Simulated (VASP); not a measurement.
Input of a VASP 6.6.1 run:

INCAR

```
SYSTEM = Mg
PREC = Accurate ; ENCUT = 520
EDIFF = 1E-7 ; ISMEAR = 0
SIGMA = 0.15 ; LREAL = .False.
LASPH = .True. ; NELM = 80
ALGO = Fast ; ISIF = 2
LWAVE = .False. ; LCHARG = .True.
GGA = PS ; LELF = .True.
LVHAR = .True. ; NBANDS = 9
```

Contents of KPOINTS:

```
regular mesh
0
Gamma
  18 18 10
  0 0 0
```

The input POSCAR:

```
Mg
1.0
    3.2092715325      0.0000000000      0.0000000000
   -1.6046357662      2.7793106748      0.0000000000
    0.0000000000      0.0000000000      5.2103300000
Mg
2
Direct
    0.4375957861      0.7429920794      0.1924220731
    0.6666666667      0.3333333333      0.7500000000
```

Potentials or basis: VASP PAW PBE potentials, release 64 (Mg).

The run is started by

```bash
$ cat potpaw_PBE.64/Mg/POTCAR > POTCAR
$ mpirun -np 1 vasp_std > vasp.out
```

Question: Predict the pressure.

Answer: 0.2 GPa.

Question: What does it give for the largest force?

Answer: 0.884 eV/Å.

Question: What does it give for the band gap on the k mesh?

Answer: Zero (band 2 reaches 3.58 eV, above the bottom of band 3 at 1.27 eV).

Stress tensor (GPa, compression positive):
```
-1.14 -0.79 -0.43
-0.79  0.29 -0.81
-0.43 -0.81  1.43
```

Caveat: the cell differs from its parent crystal (atom 1 (Mg) moved by (+0.300, -0.300) A along [1 1 0] and z); the PAW data sets were made with another functional, which shifts forces and pressure a little.
